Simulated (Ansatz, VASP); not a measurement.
## Hf2SiOF2: VASP beside Ansatz

Contents of INCAR:

```
SYSTEM = Hf2SiOF2
  PREC = Accurate
  ENCUT = 600
  EDIFF = 1E-7
  ISMEAR = 0
  SIGMA = 0.1
  LREAL = .False.
  LASPH = .True.
  NELM = 80
  ALGO = Normal
  ISIF = 3
  LWAVE = .False.
  LCHARG = .False.
  GGA = PE
  IBRION = 2
  NSW = 90
  EDIFFG = -0.04
```

Contents of KPOINTS:

```
regular mesh
0
Gamma
  6 6 2
  0 0 0
```

POSCAR

```
Hf2SiOF2
1.0
    3.1912686921      0.0000000000      0.0000000000
    0.0000000000      3.1912686921      0.0000000000
    0.0000000000      0.0000000000      7.8489256740
Hf Si O F
2 1 1 2
Direct
    0.5000000000      0.0000000000      0.3350830064
    0.0000000000      0.5000000000      0.6649169936
    0.5000000000      0.5000000000      0.0000000000
    0.0000000000      0.0000000000      0.0000000000
    0.5000000000      0.0000000000      0.7071092511
    0.0000000000      0.5000000000      0.2928907489
```

Input for Ansatz:

```yaml
crystal:
  lattice:
    - [3.1912686921, 0.0, 0.0]
    - [0.0, 3.1912686921, 0.0]
    - [0.0, 0.0, 7.848925674]
  atoms:
    - { symbol: Hf, position: [0.5, 0.0, 0.3350830064] }
    - { symbol: Hf, position: [0.0, 0.5, 0.6649169936] }
    - { symbol: Si, position: [0.5, 0.5, 0.0] }
    - { symbol: O, position: [0.0, 0.0, 0.0] }
    - { symbol: F, position: [0.5, 0.0, 0.7071092511] }
    - { symbol: F, position: [0.0, 0.5, 0.2928907489] }
basis:
  ecutwfc: 420
kpoints:
  mp_grid: { grid: [6, 6, 2] }
hamiltonian:
  xc: pbe
scf:
  occupations: { method: gaussian, width: 0.1 }
  lower_state_search: "off"
output:
  forces: true
  stress: true
  eigenvalues: true
relax:
  adjacent_minimum: "off"
  f_tol: 0.04
  max_steps: 70
  cell: { stress_tol: 0.4 }
```

Change from the starting cell: species swapped into the Nd2FeSi2Ru type (P-4m2, No. 115).

Alike in both runs: task relaxation of cell and atoms; functional PBE; k mesh 6 × 6 × 2; occupations gaussian, width 0.1 eV; no spin polarisation.

```csv
,VASP,Ansatz
version,VASP 6.6.1,Ansatz 0.2.0
potentials or method,"VASP PAW PBE potentials, release 64 (Hf_pv, Si, O, F), cutoff 600 eV","scalar-relativistic, plane waves, PAW"
valence electrons in the cell,44,76
```

|  | VASP | Ansatz | Ansatz less VASP |
| --- | --- | --- | --- |
| gap on the k mesh at the Fermi level, each at its own relaxed structure (eV) | none | none | - |
| relaxed volume (Å³/atom) | 13.24 | 13.36 | +0.121 |
| relaxed length of the cell vector where the two differ most in proportion (Å) | 3.158 | 3.173 | +0.0150 |

A gap of «none» marks a metal or a gap that the smearing closes. VASP's potentials hold 44 valence electrons a cell and Ansatz's 76, so a difference there can come from the potentials and not from the codes.

The k mesh is coarse, so the values compare programs but aren't converged. Neither program's run includes spin-orbit coupling.
